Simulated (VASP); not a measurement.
## TiAl: single point with PBEsol

Crystal: TiAl.

```
Ti Al
1.0
     3.17906    0.00000    0.00000
     0.00000    3.17906    0.00000
     0.00000    0.00000    3.17906
Ti Al
1 1
Direct
  0.00000 0.93709 0.96854
  0.50000 0.50000 0.50000
```

This cell differs from its parent crystal: atom 1 (Ti) moved by (-0.200, -0.100) A along y and z.

```
Program                : VASP 6.6.1
Task                   : single point
Functional             : PBEsol
Potentials or basis    : VASP PAW PBE potentials, release 64 (Ti_sv, Al)
Cutoff                 : 520 eV
k mesh                 : 16 × 16 × 16
Occupations            : methfessel-paxton, width 0.4 eV
Spin                   : no spin polarisation
Dipole correction      : no
Further INCAR settings : ALGO = Fast; EDIFF = 1e-07; NBANDS = 14
```

```json
{
 "Pressure": "-0.4 GPa",
 "Largest force": "1.419 eV/Å",
 "Band gap on the k mesh": "zero (an odd number of electrons rules out a gap without spin polarisation)"
}
```

Forces in eV/Å, atoms in the order of the input:
```
Ti   0.000  1.251  0.670
Al   0.000 -1.251 -0.670
```

Stress tensor (GPa, compression positive):
```
 0.37  0.00  0.00
 0.00 -1.55  1.53
 0.00  1.53 -0.14
```

Levels at points of the mesh, in eV from the Fermi level:
| k point | band 4 | band 5 | band 6 | band 7 | band 8 | band 9 | band 10 | band 11 | band 12 | band 13 |
| --- | --- | --- | --- | --- | --- | --- | --- | --- | --- | --- |
| (0.00, 0.00, 0.00) | -32.95 | -9.23 | -1.47 | -1.46 | 1.71 | 1.77 | 1.81 | 4.49 | 4.50 | 4.59 |
| (0.50, 0.00, 0.00) | -32.93 | -5.99 | -5.15 | -0.58 | 0.09 | 0.17 | 1.98 | 3.00 | 6.49 | 9.30 |
| (0.00, 0.50, 0.00) | -32.94 | -6.02 | -5.14 | -0.61 | 0.14 | 0.17 | 1.96 | 3.03 | 6.65 | 9.02 |
| (0.00, 0.00, 0.50) | -32.93 | -5.99 | -5.15 | -0.59 | 0.09 | 0.18 | 1.97 | 3.01 | 6.53 | 9.17 |
| (0.50, 0.50, 0.00) | -32.92 | -4.97 | -2.17 | -2.08 | -1.35 | 0.64 | 0.72 | 2.76 | 4.71 | 4.75 |
| (0.00, 0.50, 0.50) | -32.92 | -4.96 | -2.19 | -2.07 | -1.34 | 0.61 | 0.70 | 2.76 | 4.69 | 4.80 |
| (0.50, 0.00, 0.50) | -32.92 | -5.01 | -2.11 | -2.09 | -1.40 | 0.74 | 0.76 | 2.76 | 4.67 | 4.71 |
| (0.50, 0.50, 0.50) | -33.07 | -3.13 | -3.07 | -3.05 | 0.68 | 2.82 | 2.82 | 2.86 | 2.89 | 2.97 |

Run time: 4.7 min on 1 thread of Intel(R) Xeon(R) 6975P-C (Granite Rapids), on a shared host, peak memory 0.62 GiB.

Caveat: the cell differs from its parent crystal (atom 1 (Ti) moved by (-0.200, -0.100) A along y and z); so wide a smearing shifts energies and pressures; the PAW data sets were made with another functional, which shifts forces and pressure a little.
